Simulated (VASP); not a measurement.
A run of VASP 6.6.1 is set up as follows.

File POSCAR:

```
NaH
1.0
    0.0000000000      2.4400000000      2.4400000000
    2.4400000000      0.0000000000      2.4400000000
    2.4400000000      2.4400000000      0.0000000000
Na H
1 1
Direct
    0.0000000000      0.0000000000      0.0000000000
    0.5000000000      0.5000000000      0.5000000000
```

The input INCAR.step1:

```
PREC = Accurate
ENCUT = 520
ISMEAR = -1
SIGMA = 0.05
LREAL = False
LASPH = True
NELM = 60
NBANDS = 11
GGA = PE
ALGO = Normal
EDIFF = 1E-4
LWAVE = True
LCHARG = False
```

Contents of INCAR.step2:

```
PREC = Accurate
ENCUT = 520
EDIFF = 1E-7
ISMEAR = -1
SIGMA = 0.05
LREAL = False
LASPH = True
NELM = 60
ALGO = Normal
ISIF = 2
LWAVE = False
LCHARG = False
METAGGA = R2SCAN
LMIXTAU = True
NBANDS = 11
ISTART = 1
```

File KPOINTS:

```
regular mesh
0
Gamma
  9 9 9
```

Potentials or basis: VASP PAW PBE potentials, release 64 (Na_pv, H).

Command:

```sh
$ cat potpaw_PBE.64/Na_pv/POTCAR potpaw_PBE.64/H/POTCAR > POTCAR
$ cp INCAR.step1 INCAR
$ mpirun -np 1 vasp_std > vasp.out
$ cp INCAR.step2 INCAR
$ mpirun -np 1 vasp_std > vasp.out
```

(1) Predict the pressure.

(2) What does it give for the band gap on the k mesh?

Results:

(1) -1.3 GPa.

(2) 4.61 eV, indirect (least direct gap 5.28 eV).

Caveat: the PAW data sets were made with another functional, which shifts forces and pressure a little.
